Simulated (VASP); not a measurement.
Be: single point with revPBE

Be:

```
Be
1.0
     2.18908    0.00000    0.00000
     0.00000    2.18908    0.00000
     0.00000    0.00000    2.18908
Be
1
Direct
  0.00000 0.00000 0.00000
```

This isn't the form of Be at room conditions, which is hcp.

| Quantity | Value |
| --- | --- |
| Program | VASP 6.6.1 |
| Task | single point |
| Functional | revPBE |
| Potentials or basis | VASP PAW PBE potentials, release 64 (Be) |
| Cutoff | 520 eV |
| k mesh | 23 × 23 × 23 |
| Occupations | fermi-dirac, width 0.1 eV |
| Spin | no spin polarisation |

- Pressure: 0.0 GPa
- Band gap on the k mesh: zero (bands 1 and 2 overlap by 6.85 eV)

Levels at points of the mesh, in eV from the Fermi level:
| k point | band 1 | band 2 | band 3 | band 4 | band 5 |
| --- | --- | --- | --- | --- | --- |
| (0.00, 0.00, 0.00) | -9.60 | 13.42 | 13.42 | 13.42 | 18.88 |

Run time: 22 s on 1 thread of AMD EPYC 7R13, with other jobs on the host, peak memory 0.1 GiB.

Caveat: the PAW data sets were made with another functional, which shifts forces and pressure a little.
